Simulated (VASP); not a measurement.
# Sn (Fd-3m) in VASP: single point with PBEsol

Aim: the single point of Sn with PBEsol.

Everything below comes from runs of VASP 6.6.1. Logs are shortened: lines on timing, memory, paths and dates and some standing lists are left out, and cuts for length are marked.

**1. The cell of the first run**

The structure is cubic, space group Fd-3m (No. 227). The conventional cell has a = 5.978 Å, b = 5.978 Å, c = 5.978 Å, α = 90.00°, β = 90.00°, γ = 90.00°. Sn (site symmetry -43m) has 4 Sn at 2.59 Å within 3.4 Å.

This isn't the form of Sn at room conditions, which is tetragonal (white tin).

**2. Single point, PBEsol (Ge replaced by Sn, lengths x 1.095, strained)**

Contents of INCAR:

```
  ALGO = Normal
  EDIFF = 1E-7
  ENCUT = 520
  GGA = PS
  ISIF = 2
  ISMEAR = 0
  LASPH = True
  LCHARG = False
  LREAL = False
  LWAVE = False
  NBANDS = 21
  NELM = 100
  PREC = Accurate
  SIGMA = 0.1
```

Contents of KPOINTS:

```
k-points
0
Gamma
  6 6 6
```

Contents of POSCAR:

```
Sn
1.0
    0.0000000000      2.9892144399      2.9892144399
    2.9892144399      0.0000000000      2.9892144399
    2.9892144399      2.9892144399      0.0000000000
Sn
2
Direct
    0.5000000000      0.5000000000      0.5000000000
    0.7500000000      0.7500000000      0.7500000000
```

Potentials or basis: VASP PAW PBE potentials, release 64 (Sn_d).

Launch:

```sh
> cat potpaw_PBE.64/Sn_d/POTCAR > POTCAR
> mpirun -np 1 vasp_std > vasp.out
```

OUTCAR:

```text
EDIFF = 1E-7
   ENCUT = 520
   GGA = PS
   ISIF = 2
   ISMEAR = 0
   LASPH = True
   LREAL = False
   NELM = 100
   PREC = Accurate

 ion  position               nearest neighbor table
   1  0.500  0.500  0.500-   2 2.59   2 2.59   2 2.59   2 2.59
   2  0.750  0.750  0.750-   1 2.59   1 2.59   1 2.59   1 2.59

  LATTYP: Found a face centered cubic cell.
 ALAT       =     5.9784288798

  Lattice vectors:

 A1 = (   0.0000000000,   2.9892144399,   2.9892144399)
 A2 = (   2.9892144399,   0.0000000000,   2.9892144399)
 A3 = (   2.9892144399,   2.9892144399,   0.0000000000)

Analysis of symmetry for initial positions (statically):
=====================================================================
 Subroutine PRICEL returns:
 Original cell was already a primitive cell.

 Routine SETGRP: Setting up the symmetry group for a
 face centered cubic supercell.

 Subroutine GETGRP returns: Found 48 space group operations
 (whereof 24 operations were pure point group operations)
 out of a pool of 48 trial point group operations.

The static configuration has the point symmetry T_d .
 The point group associated with its full space group is O_h .

Analysis of symmetry for dynamics (positions and initial velocities):
=====================================================================
 Subroutine PRICEL returns:
 Original cell was already a primitive cell.

 Routine SETGRP: Setting up the symmetry group for a
 face centered cubic supercell.

 Subroutine GETGRP returns: Found 48 space group operations
 (whereof 24 operations were pure point group operations)
 out of a pool of 48 trial point group operations.

The dynamic configuration has the point symmetry T_d .
 The point group associated with its full space group is O_h .

 Subroutine INISYM returns: Found 48 space group operations
 (whereof 24 operations are pure point group operations),
 and found     1 'primitive' translations

----------------------------------------------------------------------------------------

                                     Primitive cell

  volume of cell :      53.4197

  direct lattice vectors                    reciprocal lattice vectors
     0.000000000  2.989214440  2.989214440    -0.167268026  0.167268026  0.167268026
     2.989214440  0.000000000  2.989214440     0.167268026 -0.167268026  0.167268026
     2.989214440  2.989214440  0.000000000     0.167268026  0.167268026 -0.167268026

  length of vectors
     4.227387602  4.227387602  4.227387602     0.289716720  0.289716720  0.289716720

  position of ions in fractional coordinates (direct lattice)
     0.500000000  0.500000000  0.500000000
     0.750000000  0.750000000  0.750000000

  ion indices of the primitive-cell ions
   primitive index   ion index
                 1           1
                 2           2

----------------------------------------------------------------------------------------

 KPOINTS: k-points

Automatic generation of k-mesh.
 Grid dimensions read from file:
 generate k-points for:    6    6    6

 Generating k-lattice:

  Cartesian coordinates                     Fractional coordinates (reciprocal lattice)
    -0.027878004  0.027878004  0.027878004     0.166666667  0.000000000  0.000000000
     0.027878004 -0.027878004  0.027878004     0.000000000  0.166666667  0.000000000
     0.027878004  0.027878004 -0.027878004     0.000000000  0.000000000  0.166666667

  Length of vectors
     0.048286120  0.048286120  0.048286120

  Shift w.r.t. Gamma in fractional coordinates (k-lattice)
     0.000000000  0.000000000  0.000000000

 Subroutine IBZKPT returns following result:
 ===========================================

 Found     16 irreducible k-points:

 Following reciprocal coordinates:
            Coordinates               Weight
  0.000000  0.000000  0.000000      1.000000
  0.166667  0.000000  0.000000      8.000000
  0.333333  0.000000  0.000000      8.000000
  0.500000  0.000000  0.000000      4.000000
  0.166667  0.166667  0.000000      6.000000
  0.333333  0.166667  0.000000     24.000000
[... 8 lines left out ...]
 -0.333333  0.333333  0.166667     24.000000
 -0.333333  0.500000  0.166667     12.000000
   k-points           NKPTS =     16   k-points in BZ     NKDIM =     16   number of bands    NBANDS=     21
   number of dos      NEDOS =    301   number of ions     NIONS =      2
   total plane-waves  NPLWV =  32768
   dimension x,y,z NGX =    32 NGY =   32 NGZ =   32
   dimension x,y,z NGXF=    64 NGYF=   64 NGZF=   64
   ions per type =               2
   NGX,Y,Z   is equivalent  to a cutoff of  12.58, 12.58, 12.58 a.u.
   NGXF,Y,Z  is equivalent  to a cutoff of  25.17, 25.17, 25.17 a.u.
 SYSTEM =  unknown system
   PREC   = accura    normal or accurate (medium, high low for compatibility)
   ISTART =      0    job   : 0-new  1-cont  2-samecut
   ICHARG =      2    charge: 1-file 2-atom 10-const
   ISPIN  =      1    spin polarized calculation?
   LNONCOLLINEAR =      F non collinear calculations
   LSORBIT =      F    spin-orbit coupling
   LASPH  =      T    aspherical Exc in radial PAW
   ENCUT  =  520.0 eV  38.22 Ry    6.18 a.u.   7.86  7.86  7.86*2*pi/ulx,y,z
   NELM   =    100;   NELMIN=  2; NELMDL= -5     # of ELM steps
   EDIFF  = 0.1E-06   stopping-criterion for ELM
   LREAL  =      F    real-space projection
   EDIFFG = 0.1E-05   stopping-criterion for IOM
   NSW    =      0    number of steps for IOM
   IBRION =     -1    ionic relax: 0-MD 1-quasi-New 2-CG
   NFREE  =      0    steps in history (QN), initial steepest desc. (CG)
   ISIF   =      2    stress and relaxation
   ISYM   =      2    0-nonsym 1-usesym 2-fastsym
   POTIM  = 0.5000    time-step for ionic-motion
   TEBEG  =    0.0;   TEEND  =   0.0 temperature during run
   PSTRESS=    0.0 pullay stress
   NELECT =      28.0000    total number of electrons
   NUPDOWN=      -1.0000    fix difference up-down
   EMIN   =  10.00;   EMAX   =-10.00  energy-range for DOS
   EFERMI =   0.00;   METHOD = LEGACY
   ISMEAR =     0;   SIGMA  =   0.10  broadening in eV -4-tet -1-fermi 0-gaus
   EFERMI_NEDOS =   21; number of points for ismear=-14 and -15
   IALGO  =     38    algorithm
   IMIX   =      4    mixing-type and parameters
     AMIX     =   0.40;   BMIX     =  1.00
     AMIX_MAG =   1.60;   BMIX_MAG =  1.00
  volume/ion in A,a.u.               =      26.71       180.25
  Fermi-wavevector in a.u.,A,eV,Ry     =   1.319959  2.494361 23.705318  1.742292
  Thomas-Fermi vector in A             =   2.449820
   LORBIT       =      0    0 simple, 1 ext, 2 COOP (PROOUT), +10 PAW based schemes
   GGA     = PS    functional components
   LHFCALC =     F    Hartree Fock is set to
   AEXX    =    0.0000 exact exchange contribution
   IVDW    =     0    specifies the selected vdW correction
   LEPSILON=     F    determine dielectric tensor
   LRPA    =     F    only Hartree local field effects (RPA)
 non-spin polarized calculation
 Gauss-broadening in eV      SIGMA  =   0.10
  energy-cutoff  :      520.00
  volume of cell :       53.42
 maximum number of plane-waves:      1459
   NGX = 15   NGY = 15   NGZ = 15

 number of electron      28.0000017 magnetization

 Free energy of the ion-electron system (eV)
  ---------------------------------------------------
  ext. energy  EPLUGINS =         0.00000000
  ---------------------------------------------------
  free energy    TOTEN  =        -7.57671870 eV

  energy without entropy =       -7.57569688  energy(sigma->0) =       -7.57620779

 E-fermi :   8.6784     XC(G=0): -10.1920

 val. band max:        8.6043697418   @ k =   0.0000   0.0000   0.0000
 cond. band min:       8.7823072334   @ k =   0.3333   0.3333   0.0000
 fundamental gap:      0.1779374916
 Fermi energy:         8.6783619044

 k-point     1 :       0.0000    0.0000    0.0000
  band No.  band energies     occupation
      1     -13.8326      2.00000
      2     -13.8326      2.00000
      3     -13.8326      2.00000
      4     -13.7312      2.00000
      5     -13.7312      2.00000
      6     -13.1471      2.00000
[... 13 lines left out ...]
     20      16.7557      0.00000
     21      16.7557      0.00000

 k-point     2 :       0.1667    0.0000    0.0000
  band No.  band energies     occupation
      1     -13.8651      2.00000
      2     -13.8651      2.00000
      3     -13.8223      2.00000
      4     -13.6827      2.00000
      5     -13.6827      2.00000
      6     -13.1870      2.00000
[... 13 lines left out ...]
     20      15.4987      0.00000
     21      15.4987      0.00000

 k-point     3 :       0.3333    0.0000    0.0000
  band No.  band energies     occupation
      1     -13.8924      2.00000
      2     -13.8924      2.00000
      3     -13.8014      2.00000
      4     -13.6301      2.00000
      5     -13.6301      2.00000
      6     -13.2225      2.00000
[... 13 lines left out ...]
     20      16.1716      0.00000
     21      16.1716      0.00000

 k-point     4 :       0.5000    0.0000    0.0000
  band No.  band energies     occupation
      1     -13.8985      2.00000
      2     -13.8985      2.00000
      3     -13.7906      2.00000
      4     -13.6161      2.00000
      5     -13.6161      2.00000
      6     -13.2289      2.00000
[... 13 lines left out ...]
     20      17.9304      0.00000
     21      18.0755      0.00000

 k-point     5 :       0.1667    0.1667    0.0000
  band No.  band energies     occupation
      1     -13.8595      2.00000
      2     -13.8581      2.00000
      3     -13.8581      2.00000
      4     -13.6872      2.00000
      5     -13.6274      2.00000
      6     -13.2893      2.00000
[... 13 lines left out ...]
     20      15.4381      0.00000
     21      17.4296      0.00000

 k-point     6 :       0.3333    0.1667    0.0000
  band No.  band energies     occupation
      1     -13.9140      2.00000
      2     -13.8861      2.00000
      3     -13.8077      2.00000
      4     -13.6300      2.00000
      5     -13.5566      2.00000
      6     -13.3619      2.00000
[... 13 lines left out ...]
     20      16.7572      0.00000
     21      17.3552      0.00000

 k-point     7 :       0.5000    0.1667    0.0000
  band No.  band energies     occupation
      1     -13.9444      2.00000
      2     -13.9079      2.00000
      3     -13.7452      2.00000
      4     -13.5774      2.00000
      5     -13.5557      2.00000
      6     -13.3466      2.00000
[... 13 lines left out ...]
     20      18.1022      0.00000
     21      18.1746      0.00000

 k-point     8 :      -0.3333    0.1667    0.0000
  band No.  band energies     occupation
      1     -13.9349      2.00000
      2     -13.9177      2.00000
      3     -13.7339      2.00000
      4     -13.6114      2.00000
      5     -13.5550      2.00000
      6     -13.2999      2.00000
[... 13 lines left out ...]
     20      16.2411      0.00000
     21      17.9111      0.00000

 k-point     9 :      -0.1667    0.1667    0.0000
  band No.  band energies     occupation
      1     -13.9031      2.00000
      2     -13.8898      2.00000
      3     -13.7913      2.00000
      4     -13.6578      2.00000
      5     -13.6066      2.00000
      6     -13.2659      2.00000
[... 13 lines left out ...]
     20      16.3278      0.00000
     21      16.9943      0.00000

 k-point    10 :       0.3333    0.3333    0.0000
  band No.  band energies     occupation
      1     -13.9032      2.00000
      2     -13.9032      2.00000
      3     -13.8256      2.00000
      4     -13.5677      2.00000
      5     -13.5028      2.00000
      6     -13.4428      2.00000
[... 13 lines left out ...]
     20      18.4033      0.00000
     21      18.9219      0.00000

 k-point    11 :       0.5000    0.3333    0.0000
  band No.  band energies     occupation
      1     -13.9509      2.00000
      2     -13.9199      2.00000
      3     -13.7337      2.00000
      4     -13.5550      2.00000
      5     -13.4939      2.00000
      6     -13.3870      2.00000
[... 13 lines left out ...]
     20      18.6700      0.00000
     21      19.6837      0.00000

 k-point    12 :      -0.3333    0.3333    0.0000
  band No.  band energies     occupation
      1     -13.9738      2.00000
      2     -13.9278      2.00000
      3     -13.6904      2.00000
      4     -13.4883      2.00000
      5     -13.4651      2.00000
      6     -13.4404      2.00000
[... 13 lines left out ...]
     20      16.1977      0.00000
     21      19.8125      0.00000

 k-point    13 :       0.5000    0.5000    0.0000
  band No.  band energies     occupation
      1     -13.9235      2.00000
      2     -13.9235      2.00000
      3     -13.6991      2.00000
      4     -13.6991      2.00000
      5     -13.4060      2.00000
      6     -13.4060      2.00000
[... 13 lines left out ...]
     20      19.7181      0.00000
     21      19.9733      0.00000

 k-point    14 :       0.5000    0.3333    0.1667
  band No.  band energies     occupation
      1     -13.9394      2.00000
      2     -13.9315      2.00000
      3     -13.7313      2.00000
      4     -13.5727      2.00000
      5     -13.4770      2.00000
      6     -13.4397      2.00000
[... 13 lines left out ...]
     20      17.4659      0.00000
     21      19.0555      0.00000

 k-point    15 :      -0.3333    0.3333    0.1667
  band No.  band energies     occupation
      1     -13.9671      2.00000
      2     -13.9388      2.00000
      3     -13.6715      2.00000
      4     -13.5233      2.00000
      5     -13.4595      2.00000
      6     -13.4449      2.00000
[... 13 lines left out ...]
     20      18.6329      0.00000
     21      18.8379      0.00000

 k-point    16 :      -0.3333    0.5000    0.1667
  band No.  band energies     occupation
      1     -13.9543      2.00000
      2     -13.9543      2.00000
      3     -13.6155      2.00000
      4     -13.6155      2.00000
      5     -13.4181      2.00000
      6     -13.4181      2.00000
[... 13 lines left out ...]
     20      19.0856      0.00000
     21      19.9522      0.00000

------------------------ aborting loop because EDIFF is reached ----------------------------------------

  FORCE on cell =-STRESS in cart. coord.  units (eV):
  Direction    XX          YY          ZZ          XY          YZ          ZX
  --------------------------------------------------------------------------------------
  -------------------------------------------------------------------------------------
  Total        7.1247619      7.1247619      7.1247619      0.0000000      0.0000000     -0.0000000
  in kB      213.6878001    213.6878001    213.6878001      0.0000000      0.0000000     -0.0000000
  external PRESSURE =     213.6878001 kB  Pullay stress =       0.0000000 kB

 VOLUME and BASIS-vectors are now :
 -----------------------------------------------------------------------------
  energy-cutoff  :      520.00
  volume of cell :       53.42
      direct lattice vectors                 reciprocal lattice vectors
     0.000000000  2.989214440  2.989214440    -0.167268026  0.167268026  0.167268026
     2.989214440  0.000000000  2.989214440     0.167268026 -0.167268026  0.167268026
     2.989214440  2.989214440  0.000000000     0.167268026  0.167268026 -0.167268026

 POSITION                                       TOTAL-FORCE (eV/Angst)
 -----------------------------------------------------------------------------------
      2.98921      2.98921      2.98921        -0.000000     -0.000000      0.000000
      4.48382      4.48382      4.48382         0.000000      0.000000     -0.000000
 -----------------------------------------------------------------------------------
    total drift:                               -0.000000     -0.000000      0.000000

  FREE ENERGIE OF THE ION-ELECTRON SYSTEM (eV)
  ---------------------------------------------------
  free  energy   TOTEN  =        -7.5767187035 eV

  energy  without entropy=       -7.5756968764  energy(sigma->0) =       -7.57620779
```

Run time: 18 s. Hardware: 1 thread of Intel Xeon Platinum 8488C (Sapphire Rapids), shared host; peak memory 0.17 GiB.

Results:

* Free energy: -7.5767 eV
* Pressure: 21.4 GPa

Caveat: the cell differs from its parent crystal (Ge replaced by Sn, lengths x 1.095, strained); the cell stands under pressure; the PAW data sets were made with another functional, which shifts forces and pressure a little; spin-orbit coupling is left out, which moves the levels of the heavy elements.
